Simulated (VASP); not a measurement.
# BaTiO3 (Pm) in VASP: single point with r2SCAN

Aim: the single point of BaTiO3 with r2SCAN.

All numbers are computed with VASP 6.6.1; they aren't measurements. Logs are shortened: lines on timing, memory, paths and dates and some standing lists are left out, and cuts for length are marked.

**1. The cell of the first run**

The structure is monoclinic, space group Pm (No. 6). Conventional cell: a = 4.053 Å, b = 3.963 Å, c = 12.227 Å, α = 90.00°, β = 96.03°, γ = 90.00°. Within 3.1 Å of Ba (site symmetry m) lie 11 O at 2.14 to 3.01 Å and 2 Ti at 2.97 Å. Within 3.7 Å of Ba (site symmetry m) lie 12 O at 2.77 to 2.98 Å and 8 Ti at 3.42 to 3.57 Å. Within 3.7 Å of Ba (site symmetry m) lie 12 O at 2.77 to 2.98 Å and 8 Ti at 3.42 to 3.57 Å. Within 2.6 Å of Ti (site symmetry m) lie 6 O at 1.85 to 2.58 Å. Within 2.5 Å of Ti (site symmetry m) lie 6 O at 1.85 to 2.21 Å. Ti (site symmetry m) has 6 O at 1.85 to 2.21 Å within 2.5 Å. O (site symmetry m) has 2 Ti at 1.99 Å and 1 Ba at 2.14 Å within 2.6 Å. Within 2.6 Å of O (site symmetry m) lie 2 Ti at 1.99 Å.

**2. Single point, r2SCAN**

File POSCAR:

```
BaTiO3
1.0
    0.0000000000      2.8579801945     -2.8741509136
   -3.9633322398      0.0000000000      0.0000000000
    0.0000000000     10.5745267198      6.6105471012
Ba Ti O
3 3 9
Direct
    0.3479766017      0.0000000000      0.9196549725
    0.8146432684      0.0000000000      0.2529883058
    0.5813099351      0.0000000000      0.5863216392
    0.4121244605      0.5000000000      0.0915069026
    0.1787911272      0.5000000000      0.4248402359
   -0.0545422062      0.5000000000      0.7581735692
    0.4535938629      1.0000000000      0.0802989560
    0.2202605296      1.0000000000      0.4136322893
   -0.0130728037      1.0000000000      0.7469656226
   -0.0370877293      0.5000000000      0.0815433816
   -0.2704210627      0.5000000000      0.4148767149
   -0.5037543960      0.5000000000      0.7482100483
    0.3355714707      0.5000000000      0.2435691207
    0.1022381374      0.5000000000      0.5769024541
   -0.1310951960      0.5000000000      0.9102357874
```

File INCAR.step1:

```
PREC = Accurate ; ENCUT = 520
ISMEAR = 0 ; SIGMA = 0.05
LREAL = Auto ; LASPH = T
NELM = 80 ; NBANDS = 73
GGA = PE ; ALGO = Normal
EDIFF = 1E-4 ; LWAVE = T
LCHARG = F
```

File INCAR.step2:

```
PREC = Accurate ; ENCUT = 520
EDIFF = 1E-7 ; ISMEAR = 0
SIGMA = 0.05 ; LREAL = Auto
LASPH = T ; NELM = 80
ALGO = Normal ; ISIF = 2
LWAVE = F ; LCHARG = T
METAGGA = R2SCAN ; LMIXTAU = T
LELF = T ; LVHAR = T
NBANDS = 73 ; ISTART = 1
```

File KPOINTS:

```
Automatic mesh
0
Gamma
  6 6 2
```

Potentials or basis: VASP PAW PBE potentials, release 64 (Ba_sv, Ti_sv, O).

Run with:

```sh
cat potpaw_PBE.64/Ba_sv/POTCAR potpaw_PBE.64/Ti_sv/POTCAR potpaw_PBE.64/O/POTCAR > POTCAR
cp INCAR.step1 INCAR
mpirun -np 1 vasp_std > vasp.out
cp INCAR.step2 INCAR
mpirun -np 1 vasp_std > vasp.out
```

OUTCAR:

```text
PREC = Accurate
   ENCUT = 520
   EDIFF = 1E-7
   ISMEAR = 0
   LREAL = Auto
   LASPH = T
   NELM = 80
   ISIF = 2
   METAGGA = R2SCAN
   ISTART = 1

 ion  position               nearest neighbor table
   1  0.348  0.000  0.920-   7 2.14  15 2.80  15 2.80   9 2.86  12 2.88  12 2.88  15 2.88  15 2.88
                             4 2.97   4 2.97   9 2.98  10 3.01  10 3.01   6 3.42   6 3.42   6 3.48
   2  0.815  0.000  0.253-   8 2.77  13 2.80  13 2.80  11 2.80  11 2.80   7 2.86   8 2.86  10 2.88
                            10 2.88  13 2.88  13 2.88   7 2.98   4 3.42   4 3.42   4 3.48   4 3.48
   3  0.581  0.000  0.586-   9 2.77  14 2.80  14 2.80  12 2.80  12 2.80   9 2.86   8 2.86  14 2.88
                            14 2.88  11 2.88  11 2.88   8 2.98   5 3.42   5 3.42   6 3.48   6 3.48
   4  0.412  0.500  0.092-  13 1.85  10 1.85   7 1.99   7 1.99  10 2.21   1 2.97   1 2.97   2 3.42
                             2 3.42   2 3.48   2 3.48
   5  0.179  0.500  0.425-  14 1.85  11 1.85   8 1.99   8 1.99  11 2.21  13 2.21   3 3.42   3 3.42
                             3 3.48   3 3.48   2 3.48   2 3.48   2 3.57   2 3.57
   6  0.945  0.500  0.758-  12 1.85  15 1.85   9 1.99   9 1.99  14 2.21  12 2.21   1 3.42   1 3.42
                             3 3.48   3 3.48   1 3.48   1 3.48   3 3.57   3 3.57
   7  0.454  0.000  0.080-   4 1.99   4 1.99   1 2.14   2 2.86   2 2.98
   8  0.220  0.000  0.414-   5 1.99   5 1.99   2 2.77   3 2.86   2 2.86   3 2.98
   9  0.987  0.000  0.747-   6 1.99   6 1.99   3 2.77   3 2.86   1 2.86   1 2.98
  10  0.963  0.500  0.082-   4 1.85   4 2.21   2 2.88   2 2.88   1 3.01   1 3.01
  11  0.730  0.500  0.415-   5 1.85   5 2.21   2 2.80   2 2.80   3 2.88   3 2.88
  12  0.496  0.500  0.748-   6 1.85   6 2.21   3 2.80   3 2.80   1 2.88   1 2.88
  13  0.336  0.500  0.244-   4 1.85   5 2.21   2 2.80   2 2.80   2 2.88   2 2.88
  14  0.102  0.500  0.577-   5 1.85   6 2.21   3 2.80   3 2.80   3 2.88   3 2.88
  15  0.869  0.500  0.910-   6 1.85   1 2.80   1 2.80   1 2.88   1 2.88

  LATTYP: Found a simple monoclinic cell.
 ALAT       =     4.0532449058
 B/A-ratio  =     0.9778171149
 C/A-ratio  =     3.0166464420
 COS(beta)  =    -0.1050591331

  Lattice vectors:

 A1 = (   0.0000000000,   2.8579801945,  -2.8741509136)
 A2 = (  -3.9633322398,   0.0000000000,   0.0000000000)
 A3 = (   0.0000000000,   7.7165465253,   9.4846980148)

Analysis of symmetry for initial positions (statically):
=====================================================================
 Subroutine PRICEL returns:
 Original cell was already a primitive cell.

 Routine SETGRP: Setting up the symmetry group for a
 simple monoclinic supercell.

 Subroutine GETGRP returns: Found  2 space group operations
 (whereof  2 operations were pure point group operations)
 out of a pool of  4 trial point group operations.

The static configuration has the point symmetry C_1h.

Analysis of symmetry for dynamics (positions and initial velocities):
=====================================================================
 Subroutine PRICEL returns:
 Original cell was already a primitive cell.

 Routine SETGRP: Setting up the symmetry group for a
 simple monoclinic supercell.

 Subroutine GETGRP returns: Found  2 space group operations
 (whereof  2 operations were pure point group operations)
 out of a pool of  4 trial point group operations.

The dynamic configuration has the point symmetry C_1h.

 Subroutine INISYM returns: Found  2 space group operations
 (whereof  2 operations are pure point group operations),
 and found     1 'primitive' translations

----------------------------------------------------------------------------------------

                                     Primitive cell

  volume of cell :     195.3352

  direct lattice vectors                    reciprocal lattice vectors
     0.000000000  2.857980195 -2.874150914     0.000000000  0.134127358 -0.214556119
    -3.963332240  0.000000000  0.000000000    -0.252312938  0.000000000  0.000000000
     0.000000000 10.574526720  6.610547101     0.000000000  0.058316243  0.057988140

  length of vectors
     4.053244906  3.963332240 12.470763743     0.253030584  0.252312938  0.082239945

  position of ions in fractional coordinates (direct lattice)
     0.347976602  0.000000000  0.919654972
     0.814643268  0.000000000  0.252988306
     0.581309935  0.000000000  0.586321639
     0.412124461  0.500000000  0.091506903
     0.178791127  0.500000000  0.424840236
[... 48 lines left out ...]
     0.000000000  0.000000000  0.000000000

 Subroutine IBZKPT returns following result:
 ===========================================

 Found     32 irreducible k-points:

 Following reciprocal coordinates:
            Coordinates               Weight
  0.000000  0.000000  0.000000      1.000000
  0.166667  0.000000  0.000000      2.000000
  0.333333  0.000000  0.000000      2.000000
  0.500000  0.000000  0.000000      1.000000
  0.000000  0.166667  0.000000      2.000000
  0.166667  0.166667  0.000000      4.000000
[... 16 lines left out ...]
  0.333333  0.166667  0.500000      4.000000
  0.500000  0.166667  0.500000      2.000000
 [... further k-points ...]
   k-points           NKPTS =     32   k-points in BZ     NKDIM =     32   number of bands    NBANDS=     73
   number of dos      NEDOS =    301   number of ions     NIONS =     15
   total plane-waves  NPLWV =  86400
   dimension x,y,z NGX =    30 NGY =   30 NGZ =   96
   dimension x,y,z NGXF=    60 NGYF=   60 NGZF=  192
   ions per type =               3   3   9
   NGX,Y,Z   is equivalent  to a cutoff of  12.30, 12.58, 12.80 a.u.
   NGXF,Y,Z  is equivalent  to a cutoff of  24.61, 25.17, 25.60 a.u.
 SYSTEM =  unknown system
   PREC   = accura    normal or accurate (medium, high low for compatibility)
   ISTART =      1    job   : 0-new  1-cont  2-samecut
   ICHARG =      0    charge: 1-file 2-atom 10-const
   ISPIN  =      1    spin polarized calculation?
   LNONCOLLINEAR =      F non collinear calculations
   LSORBIT =      F    spin-orbit coupling
   LASPH  =      T    aspherical Exc in radial PAW
   ENCUT  =  520.0 eV  38.22 Ry    6.18 a.u.   7.54  7.37 23.19*2*pi/ulx,y,z
   NELM   =     80;   NELMIN=  2; NELMDL=  0     # of ELM steps
   EDIFF  = 0.1E-06   stopping-criterion for ELM
   LREAL  =      T    real-space projection
   EDIFFG = 0.1E-05   stopping-criterion for IOM
   NSW    =      0    number of steps for IOM
   IBRION =     -1    ionic relax: 0-MD 1-quasi-New 2-CG
   NFREE  =      0    steps in history (QN), initial steepest desc. (CG)
   ISIF   =      2    stress and relaxation
   ISYM   =      2    0-nonsym 1-usesym 2-fastsym
   POTIM  = 0.5000    time-step for ionic-motion
   TEBEG  =    0.0;   TEEND  =   0.0 temperature during run
   PSTRESS=    0.0 pullay stress
   NELECT =     120.0000    total number of electrons
   NUPDOWN=      -1.0000    fix difference up-down
   EMIN   =  10.00;   EMAX   =-10.00  energy-range for DOS
   EFERMI =   0.00;   METHOD = LEGACY
   ISMEAR =     0;   SIGMA  =   0.05  broadening in eV -4-tet -1-fermi 0-gaus
   EFERMI_NEDOS =   21; number of points for ismear=-14 and -15
   IALGO  =     38    algorithm
   IMIX   =      4    mixing-type and parameters
     AMIX     =   0.40;   BMIX     =  1.00
     AMIX_MAG =   1.60;   BMIX_MAG =  1.00
  volume/ion in A,a.u.               =      13.02        87.88
  Fermi-wavevector in a.u.,A,eV,Ry     =   1.391688  2.629908 26.351685  1.936794
  Thomas-Fermi vector in A             =   2.515503
   LORBIT       =      0    0 simple, 1 ext, 2 COOP (PROOUT), +10 PAW based schemes
   METAGGA = R2SCAN    functional components
   LHFCALC =     F    Hartree Fock is set to
   AEXX    =    0.0000 exact exchange contribution
   IVDW    =     0    specifies the selected vdW correction
   LEPSILON=     F    determine dielectric tensor
   LRPA    =     F    only Hartree local field effects (RPA)
 non-spin polarized calculation
 Gauss-broadening in eV      SIGMA  =   0.05
  energy-cutoff  :      520.00
  volume of cell :      195.34
 maximum number of plane-waves:      5315
   NGX = 15   NGY = 15   NGZ = 47

 number of electron     119.9999973 magnetization

 Free energy of the ion-electron system (eV)
  ---------------------------------------------------
  ext. energy  EPLUGINS =         0.00000000
  ---------------------------------------------------
  free energy    TOTEN  =      -219.19748289 eV

  energy without entropy =     -219.19748289  energy(sigma->0) =     -219.19748289

 E-fermi :   3.9370     XC(G=0): -11.7896

 val. band max:        3.7209075551   @ k =   0.5000   0.5000   0.5000
 cond. band min:       5.6728821794   @ k =   0.0000   0.0000   0.0000
 fundamental gap:      1.9519746243
 Fermi energy:         3.9370403925

 k-point     1 :       0.0000    0.0000    0.0000
  band No.  band energies     occupation
      1     -55.5975      2.00000
      2     -55.1865      2.00000
      3     -54.7030      2.00000
      4     -30.9512      2.00000
      5     -30.8319      2.00000
      6     -30.7053      2.00000
[... 1789 lines left out ...]
     71       9.3037      0.00000
     72       9.6051      0.00000

 [... further k-points ...]

 [bands above 72 left out]

------------------------ aborting loop because EDIFF is reached ----------------------------------------

  FORCE on cell =-STRESS in cart. coord.  units (eV):
  Direction    XX          YY          ZZ          XY          YZ          ZX
  --------------------------------------------------------------------------------------
  -------------------------------------------------------------------------------------
  Total        4.8260959     20.7371386     -2.1619295      0.0000000      8.7849377      0.0000000
  in kB       39.5845777    170.0900462    -17.7325669      0.0000000     72.0557684      0.0000000
  external PRESSURE =      63.9806857 kB  Pullay stress =       0.0000000 kB

 VOLUME and BASIS-vectors are now :
 -----------------------------------------------------------------------------
  energy-cutoff  :      520.00
  volume of cell :      195.34
      direct lattice vectors                 reciprocal lattice vectors
     0.000000000  2.857980195 -2.874150914     0.000000000  0.134127358 -0.214556119
    -3.963332240  0.000000000  0.000000000    -0.252312938  0.000000000  0.000000000
     0.000000000 10.574526720  6.610547101     0.000000000  0.058316243  0.057988140

 POSITION                                       TOTAL-FORCE (eV/Angst)
 -----------------------------------------------------------------------------------
      0.00000     10.71943      5.07929         0.000000     -7.238300     -2.488057
      0.00000      5.00347     -0.66902         0.000000      0.062579      0.026680
      0.00000      7.86145      2.20513         0.000000      0.206787      0.171807
     -1.98167      2.14549     -0.57960         0.000000      2.712003      1.408440
     -1.98167      5.00347      2.29455         0.000000      0.519290      0.288283
     -1.98167     10.71943      2.29455         0.000000      0.423040      0.134098
      0.00000      2.14549     -0.77288         0.000000      4.732306      1.672973
      0.00000      5.00347      2.10127         0.000000     -0.151188     -0.145467
      0.00000     10.71943      2.10127         0.000000     -0.319247     -0.021088
     -1.98167      3.61427     -2.22851         0.000000      2.576318     -0.610102
     -1.98167      6.47225      0.64564         0.000000     -0.241193      0.001844
     -1.98167      9.33023      3.51979         0.000000     -0.200711      0.172360
     -1.98167      3.53468      0.64564         0.000000     -0.437177     -0.504883
     -1.98167      6.39266      3.51979         0.000000     -0.372917     -0.336500
     -1.98167     12.10863      3.51979         0.000000     -2.271590      0.229611
 -----------------------------------------------------------------------------------
    total drift:                               -0.000000     -0.017088      0.043386

  FREE ENERGIE OF THE ION-ELECTRON SYSTEM (eV)
  ---------------------------------------------------
  free  energy   TOTEN  =      -219.1974828889 eV

  energy  without entropy=     -219.1974828889  energy(sigma->0) =     -219.19748289
```

Run time: 22 min. Hardware: 1 thread of Intel Xeon 6975P-C (Granite Rapids), shared host; peak memory 0.48 GiB.

Results:

* Free energy: -219.1975 eV
* Pressure: 6.4 GPa
* Largest force: 7.654 eV/Å
* Band gap on the k mesh: 1.95 eV (least direct gap 2.23 eV)

Forces on the atoms (eV/Å):
```
Ba   0.000 -7.238 -2.488
Ba   0.000  0.063  0.027
Ba   0.000  0.207  0.172
Ti   0.000  2.712  1.408
Ti   0.000  0.519  0.288
Ti   0.000  0.423  0.134
O    0.000  4.732  1.673
O    0.000 -0.151 -0.145
O    0.000 -0.319 -0.021
O    0.000  2.576 -0.610
O    0.000 -0.241  0.002
O    0.000 -0.201  0.172
O    0.000 -0.437 -0.505
O    0.000 -0.373 -0.337
O    0.000 -2.272  0.230
```

Stress tensor (GPa, compression positive):
```
 3.96  0.00  0.00
 0.00 17.01  7.21
 0.00  7.21 -1.77
```

Levels at points of the mesh, in eV from the valence-band top:
| k point | band 58 | band 59 | band 60 | band 61 | band 62 | band 63 |
| --- | --- | --- | --- | --- | --- | --- |
| (0.00, 0.00, 0.00) | -0.75 | -0.59 | -0.28 | 1.95 | 2.32 | 2.47 |
| (0.50, 0.00, 0.00) | -0.96 | -0.61 | -0.20 | 2.31 | 3.08 | 3.47 |
| (0.00, 0.50, 0.00) | -0.73 | -0.38 | -0.27 | 2.81 | 3.12 | 3.16 |
| (0.50, 0.50, 0.00) | -0.25 | -0.15 | 0.00 | 3.21 | 3.63 | 3.81 |
| (0.00, 0.00, 0.50) | -0.74 | -0.58 | -0.29 | 1.96 | 2.40 | 2.46 |
| (0.50, 0.00, 0.50) | -0.86 | -0.57 | -0.20 | 2.25 | 3.19 | 3.47 |
| (0.00, 0.50, 0.50) | -0.77 | -0.34 | -0.30 | 2.65 | 3.12 | 3.18 |
| (0.50, 0.50, 0.50) | -0.29 | -0.25 | 0.00 | 3.21 | 3.66 | 3.80 |

Caveat: the cell stands under pressure; the PAW data sets were made with another functional, which shifts forces and pressure a little; spin-orbit coupling is left out, which moves the levels of the heavy elements. A k mesh can miss the band edges.
